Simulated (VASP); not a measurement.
# C in VASP: notebook

The runs below take C through single point, with PBE.

All numbers are computed with VASP 6.6.1; they aren't measurements. Logs are shortened: lines on timing, memory, paths and dates and some standing lists are left out, and cuts for length are marked.

### 1 The cell of the first run

The typed cell holds 2 atoms: a = 3.560 Å, b = 3.560 Å, c = 3.560 Å, α = 40.36°, β = 40.36°, γ = 40.36°.

### 2 Single point, PBE

Input file INCAR:

```
  PREC = Accurate
  ENCUT = 520
  EDIFF = 1E-7
  ISMEAR = -1
  SIGMA = 0.05
  LREAL = F
  LASPH = T
  NELM = 80
  ALGO = Normal
  ISIF = 2
  LWAVE = F
  LCHARG = T
  GGA = PE
  LELF = T
  LVHAR = T
  NBANDS = 11
```

Input file KPOINTS:

```
Automatic mesh
0
Gamma
  13 13 13
```

Input file POSCAR:

```
C
1.0
    1.2279885202      0.7092266814      3.2653181510
   -1.2279154225      0.7092264741      3.2652913752
    0.0000363694     -1.4176526532      3.2651351917
C
2
Direct
    0.1666115404      0.1666113862      0.1666115536
    0.8333884596      0.8333886138      0.8333884464
```

Potentials or basis: VASP PAW PBE potentials, release 64 (C).

Run with:

```console
cat potpaw_PBE.64/C/POTCAR > POTCAR
mpirun -np 1 vasp_std > vasp.out
```

OUTCAR:

```text
PREC = Accurate
   ENCUT = 520
   EDIFF = 1E-7
   ISMEAR = -1
   LREAL = F
   LASPH = T
   NELM = 80
   ISIF = 2
   GGA = PE

 ion  position               nearest neighbor table
   1  0.167  0.167  0.167-   2 1.42   2 1.42   2 1.42
   2  0.833  0.833  0.833-   1 1.42   1 1.42   1 1.42

  LATTYP: Found a triclinic cell.
 ALAT       =     2.4559072559
 B/A-ratio  =     0.9999986510
 C/A-ratio  =     1.4494086836
 COS(alpha) =     0.0000201843
 COS(beta)  =     0.3448504806
 COS(gamma) =     0.4999991786

  Lattice vectors:

 A1 = (   1.2279517919,  -2.1268791273,  -0.0001561835)
 A2 = (   2.4559039427,   0.0000002073,   0.0000267758)
 A3 = (   0.0000363694,  -1.4176526532,   3.2651351917)

Analysis of symmetry for initial positions (statically):
=====================================================================
 Subroutine PRICEL returns:
 Original cell was already a primitive cell.

 Routine SETGRP: Setting up the symmetry group for a
 triclinic supercell.

 Subroutine GETGRP returns: Found  2 space group operations
 (whereof  2 operations were pure point group operations)
 out of a pool of  2 trial point group operations.

The static configuration has the point symmetry S_2 .

Analysis of symmetry for dynamics (positions and initial velocities):
=====================================================================
 Subroutine PRICEL returns:
 Original cell was already a primitive cell.

 Routine SETGRP: Setting up the symmetry group for a
 triclinic supercell.

 Subroutine GETGRP returns: Found  2 space group operations
 (whereof  2 operations were pure point group operations)
 out of a pool of  2 trial point group operations.

The dynamic configuration has the point symmetry S_2 .

 Subroutine INISYM returns: Found  2 space group operations
 (whereof  2 operations are pure point group operations),
 and found     1 'primitive' translations

----------------------------------------------------------------------------------------

                                     Primitive cell

  volume of cell :      17.0557

  direct lattice vectors                    reciprocal lattice vectors
     1.227988520  0.709226681  3.265318151     0.407180917  0.235078049  0.102061382
    -1.227915422  0.709226474  3.265291375    -0.407183182  0.235078117  0.102070483
     0.000036369 -1.417652653  3.265135192    -0.000001074 -0.470180583  0.102123566

  length of vectors
     3.559952376  3.559902561  3.559613303     0.481117983  0.481121864  0.481143433

[... 88 lines left out ...]
   POTIM  = 0.5000    time-step for ionic-motion
   TEBEG  =    0.0;   TEEND  =   0.0 temperature during run
   PSTRESS=    0.0 pullay stress
   NELECT =       8.0000    total number of electrons
   NUPDOWN=      -1.0000    fix difference up-down
   EMIN   =  10.00;   EMAX   =-10.00  energy-range for DOS
   EFERMI =   0.00;   METHOD = LEGACY
   ISMEAR =    -1;   SIGMA  =   0.05  broadening in eV -4-tet -1-fermi 0-gaus
   EFERMI_NEDOS =   21; number of points for ismear=-14 and -15
   IALGO  =     38    algorithm
   IMIX   =      4    mixing-type and parameters
     AMIX     =   0.40;   BMIX     =  1.00
     AMIX_MAG =   1.60;   BMIX_MAG =  1.00
  volume/ion in A,a.u.               =       8.53        57.55
  Fermi-wavevector in a.u.,A,eV,Ry     =   1.271983  2.403700 22.013425  1.617941
  Thomas-Fermi vector in A             =   2.404886
   LORBIT       =      0    0 simple, 1 ext, 2 COOP (PROOUT), +10 PAW based schemes
   GGA     = PE    functional components
   LHFCALC =     F    Hartree Fock is set to
   AEXX    =    0.0000 exact exchange contribution
   IVDW    =     0    specifies the selected vdW correction
   LEPSILON=     F    determine dielectric tensor
   LRPA    =     F    only Hartree local field effects (RPA)
 non-spin polarized calculation
  energy-cutoff  :      520.00
  volume of cell :       17.06
 maximum number of plane-waves:       471
   NGX = 13   NGY = 13   NGZ = 13

 number of electron       8.0000000 magnetization

 Free energy of the ion-electron system (eV)
  ---------------------------------------------------
  ext. energy  EPLUGINS =         0.00000000
  ---------------------------------------------------
  free energy    TOTEN  =       -18.40755533 eV

  energy without entropy =      -18.40754268  energy(sigma->0) =      -18.40754901

 E-fermi :   5.0803     XC(G=0): -10.5329

 val. band max:        4.7778813291   @ k =  -0.3077   0.3077  -0.0000
 cond. band min:       5.3905530110   @ k =   0.0000   0.3077  -0.3077
 fundamental gap:      0.6126716819
 Fermi energy:         5.0803425178

 k-point     1 :       0.0000    0.0000    0.0000
  band No.  band energies     occupation
      1     -14.7826      2.00000
      2      -1.4735      2.00000
      3       2.0026      2.00000
      4       2.0026      2.00000
      5       9.4716      0.00000
      6      13.4461      0.00000
      7      13.4462      0.00000
      8      16.4587      0.00000
      9      17.9171      0.00000
     10      27.9067      0.00000
     11      31.6265      0.00000
[... 309 lines left out ...]
 k-point    24 :      -0.0769   -0.4615   -0.0000
  band No.  band energies     occupation
      1     -10.4352      2.00000
      2      -6.8957      2.00000
      3      -1.6976      2.00000
      4       2.3813      2.00000
      5       7.9268      0.00000
      6      13.4317      0.00000
      7      15.8526      0.00000
      8      18.9094      0.00000
      9      22.0287      0.00000
     10      24.1311      0.00000
     11      27.0732      0.00000

 [... further k-points ...]

------------------------ aborting loop because EDIFF is reached ----------------------------------------

  FORCE on cell =-STRESS in cart. coord.  units (eV):
  Direction    XX          YY          ZZ          XY          YZ          ZX
  --------------------------------------------------------------------------------------
  -------------------------------------------------------------------------------------
  Total        0.6118656      0.6118068      0.5262485     -0.0000130     -0.0000813     -0.0000113
  in kB       57.4772851     57.4717530     49.4346044     -0.0012189     -0.0076418     -0.0010572
  external PRESSURE =      54.7945475 kB  Pullay stress =       0.0000000 kB

 VOLUME and BASIS-vectors are now :
 -----------------------------------------------------------------------------
  energy-cutoff  :      520.00
  volume of cell :       17.06
      direct lattice vectors                 reciprocal lattice vectors
     1.227988520  0.709226681  3.265318151     0.407180917  0.235078049  0.102061382
    -1.227915422  0.709226474  3.265291375    -0.407183182  0.235078117  0.102070483
     0.000036369 -1.417652653  3.265135192    -0.000001074 -0.470180583  0.102123566

 POSITION                                       TOTAL-FORCE (eV/Angst)
 -----------------------------------------------------------------------------------
      0.00002      0.00013      1.63208        -0.000014      0.000026     -0.000643
      0.00009      0.00067      8.16366         0.000014     -0.000026      0.000643
 -----------------------------------------------------------------------------------
    total drift:                               -0.000000     -0.000000      0.000000

  FREE ENERGIE OF THE ION-ELECTRON SYSTEM (eV)
  ---------------------------------------------------
  free  energy   TOTEN  =       -18.4075553337 eV

  energy  without entropy=      -18.4075426826  energy(sigma->0) =      -18.40754901
```

stdout:

```text
POSCAR found type information on POSCAR C
 POSCAR found :  1 types and       2 ions
 scaLAPACK will be used
 -----------------------------------------------------------------------------
|                                                                             |
|           W    W    AA    RRRRR   N    N  II  N    N   GGGG   !!!           |
|           W    W   A  A   R    R  NN   N  II  NN   N  G    G  !!!           |
[... 17 lines left out ...]
|                                                                             |
 -----------------------------------------------------------------------------

 LDA part: xc-table for (Slater+PW92), standard interpolation
 POSCAR, INCAR and KPOINTS ok, starting setup
 FFT: planning ... GRIDC
 FFT: planning ... GRID_SOFT
 FFT: planning ... GRID
 WAVECAR not read
 entering main loop
```

Run time: 2.3 min. Hardware: 1 thread of Intel Xeon 6975P-C (Granite Rapids), shared host; peak memory 0.28 GiB.

What came out:

- Free energy: -18.4076 eV
- Pressure: 5.5 GPa

Caveat: the cell stands under pressure; this functional lacks dispersion, which binds the layers, so the pressure and a relaxed spacing across them are unreliable.

### 3 Single point, PBE

This run uses another cell than the first one, of 9.25 Å³/atom.

Input file INCAR:

```
ALGO = Normal ; EDIFF = 1E-6
ENCUT = 520 ; GGA = PE
ISIF = 2 ; ISMEAR = -1
LASPH = T ; LCHARG = F
LREAL = F ; LWAVE = F
NBANDS = 11 ; NELM = 80
PREC = Accurate ; SIGMA = 0.05
```

Input file KPOINTS:

```
k-points
0
Gamma
  13 13 13
```

Input file POSCAR:

```
C
1.0
    1.2308672722      0.7101703512      3.5260513841
   -1.2309165064      0.7101713811      3.5260692301
   -0.0000237252     -1.4217991552      3.5263690347
C
2
Direct
    0.1666482108      0.1666475028      0.1666477586
    0.8333517892      0.8333524972      0.8333522414
```

Potentials or basis: VASP PAW PBE potentials, release 64 (C).

Run with:

```console
cat potpaw_PBE.64/C/POTCAR > POTCAR
mpirun -np 1 vasp_std > vasp.out
```

Run time: 64 s. Hardware: 1 thread of Intel Xeon 6975P-C (Granite Rapids), shared host; peak memory 0.22 GiB.

Results (log left out):

* Free energy: -18.4383 eV
* Pressure: 2.4 GPa

Stress tensor (GPa, compression positive):
```
2.67 0.00 0.00
0.00 2.67 0.00
0.00 0.00 1.93
```

Caveat: this functional lacks dispersion, which binds the layers, so the pressure and a relaxed spacing across them are unreliable.

### 4 Single point, PBE

This run uses another cell than the first one, of 11.31 Å³/atom.

Input file INCAR:

```
  ALGO = Normal
  EDIFF = 1E-6
  ENCUT = 520
  GGA = PE
  ISIF = 2
  ISMEAR = -1
  LASPH = T
  LCHARG = T
  LELF = T
  LREAL = F
  LVHAR = T
  LWAVE = F
  NBANDS = 11
  NELM = 100
  PREC = Accurate
  SIGMA = 0.05
```

KPOINTS is that of step 3.

Input file POSCAR:

```
C
1.0
    1.2337831955      0.7138194998      4.2927640150
   -1.2326480320      0.7138195804      4.2923475037
    0.0005676516     -1.4221729871      4.2913978703
C
2
Direct
    0.1666629639      0.1666630197      0.1666630953
    0.8333370361      0.8333369803      0.8333369047
```

Run with:

```console
cat potpaw_PBE.64/C/POTCAR > POTCAR
mpirun -np 1 vasp_std > vasp.out
```

Wall time 4 min (1 thread of Intel Xeon 6975P-C (Granite Rapids), shared host); peak memory 0.36 GiB.

The run converged. Its results:

```
Free energy : -18.4555 eV
Pressure    : 0.4 GPa
```

Stress tensor (GPa, compression positive):
```
 0.55  0.00  0.00
 0.00  0.55  0.00
 0.00  0.00 -0.01
```

Caveat: this functional lacks dispersion, which binds the layers, so the pressure and a relaxed spacing across them are unreliable.

### 5 Summary

```csv
cell,pressure (GPa)
"a = 3.560 Å, angles 40.4°, 2 atoms",5.5
"a = 3.802 Å, angles 37.8°, 2 atoms",2.4
"a = 4.523, b = 4.523, c = 4.521 Å, angles 31.7°, 2 atoms",0.4
```

Alike in all rows: task single point; level PBE; potentials or basis VASP PAW PBE potentials, release 64 (C); no spin polarisation; k mesh 13 × 13 × 13; cutoff (eV) 520; smearing fermi-dirac 0.05 eV.

Caveats: this functional lacks dispersion, which binds the layers, so the pressure and a relaxed spacing across them are unreliable; the cell stands under pressure (at least some runs).

Total energies depend on the potentials used, so only differences within one code and one set of settings carry meaning.
